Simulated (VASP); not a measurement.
A run of VASP 6.6.1 is set up as follows.

The input INCAR:

```
SYSTEM = Te2Mo
  PREC = Accurate
  ENCUT = 520
  EDIFF = 1E-8
  ISMEAR = 0
  SIGMA = 0.01
  LREAL = .False.
  LASPH = .True.
  NELM = 80
  ALGO = Normal
  ISIF = 2
  LWAVE = .False.
  LCHARG = .False.
  GGA = PS
  NBANDS = 35
  IBRION = 8
  NSW = 1
```

File KPOINTS:

```
regular mesh
0
Gamma
  6 6 2
  0 0 0
```

POSCAR

```
Te2Mo
1.0
    3.4941957515      0.0000000000      0.0000000000
   -1.7470978757      3.0260622866      0.0000000000
    0.0000000000      0.0000000000     14.0094299293
Te Mo
4 2
Direct
    0.3333333333      0.6666666667      0.6211464091
    0.6666666667      0.3333333333      0.1211464091
    0.3333333333      0.6666666667      0.8788535909
    0.6666666667      0.3333333333      0.3788535909
    0.3333333333      0.6666666667      0.2500000000
    0.6666666667      0.3333333333      0.7500000000
```

Potentials or basis: VASP PAW PBE potentials, release 64 (Te, Mo_sv).

Launch:

```bash
$ cat potpaw_PBE.64/Te/POTCAR potpaw_PBE.64/Mo_sv/POTCAR > POTCAR
$ mpirun -np 1 vasp_std > vasp.out
```

(1) Predict the highest phonon frequency at Γ, LO-TO splitting left out.

Answers

(1) 293 cm⁻¹.
